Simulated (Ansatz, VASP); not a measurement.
Si3AsF: VASP beside Ansatz

```
CELL_PARAMETERS angstrom
4.10869 0.00000 0.00000
-2.05434 3.55823 0.00000
0.00000 0.00000 5.66719
ATOMIC_POSITIONS crystal
Si 0.66667 0.33333 0.21511
Si 0.66667 0.33333 0.78489
Si 0.00000 0.00000 0.00000
As 0.00000 0.00000 0.50000
F 0.33333 0.66667 0.00000
```

Change from the starting cell: species swapped into the GaFe3As type (P-6m2, No. 187).

Alike in both runs: functional PBE; k mesh 12 × 12 × 8; occupations gaussian, width 0.1 eV; no spin polarisation.

Ansatz relaxed the structure, and its values are those at the end. VASP's run is a single point on that final structure, the one shown.

```csv
,VASP,Ansatz
version,VASP 6.6.1,Ansatz 0.2.0
potentials or method,"VASP PAW PBE potentials, release 64 (Si, As, F), cutoff 520 eV","scalar-relativistic, plane waves, PAW"
valence electrons in the cell,24,34
```

Ansatz gave:

- gap on the k mesh at the Fermi level (eV): none
- pressure (GPa): 0.0
- rms of the force components (eV/Å): 0.004

Estimate VASP's values.

gap on the k mesh at the Fermi level (eV): none; pressure (GPa): 0.0; rms of the force components (eV/Å): 0.005.

A gap of «none» marks a metal or a gap that the smearing closes. VASP's potentials hold 24 valence electrons a cell and Ansatz's 34, so a difference there can come from the potentials and not from the codes.
